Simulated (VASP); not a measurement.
Crystal: TiCo.

```
CELL_PARAMETERS angstrom
2.98611 0.00000 0.00000
0.00000 2.98611 0.00000
0.00000 0.00000 2.98611
ATOMIC_POSITIONS crystal
Co 0.50000 0.50000 0.50000
Ti 0.00000 0.00000 0.00000
```

| Item | Value |
| --- | --- |
| Program | VASP 6.6.1 |
| Task | relaxation of cell and atoms |
| Functional | RPBE |
| Potentials or basis | VASP PAW PBE potentials, release 64 (Co, Ti_sv) |
| Cutoff | 600 eV |
| k mesh | 9 × 9 × 9 |
| Occupations | fermi-dirac, width 0.05 eV |
| Spin | collinear spin, ferromagnetic start |
| Starting moments | [2.0, 1.0] μB |

At the start: pressure 3.6 GPa; volume 13.31 Å³/atom.

Q: How do energy, volume and symmetry change on relaxing?

A: Over 3 steps the energy falls by 3.2 meV/atom and the volume is 13.61 Å³/atom (+2.2 %); space group Pm-3m (No. 221, to 0.1 Å) before and after; moment 0.85 μB per cell.

Step by step:
| step | energy change (eV) | largest force (eV/Å) | pressure (GPa) | volume (Å³) |
| --- | --- | --- | --- | --- |
| 1 | 0.0000 | 0.0000 | 3.59 | 26.63 |
| 2 | -0.0012 | 0.0000 | -2.73 | 27.79 |
| 3 | -0.0065 | 0.0000 | 0.06 | 27.22 |

Final structure:
```xyz
2
Lattice="3.0081 0.0000 0.0000 0.0000 3.0081 0.0000 0.0000 0.0000 3.0081" Properties=species:S:1:pos:R:3 pbc="T T T"
Co    1.5040    1.5040    1.5040
Ti    0.0000    0.0000    0.0000
```

Caveat: the PAW data sets were made with another functional, which shifts forces and pressure a little.
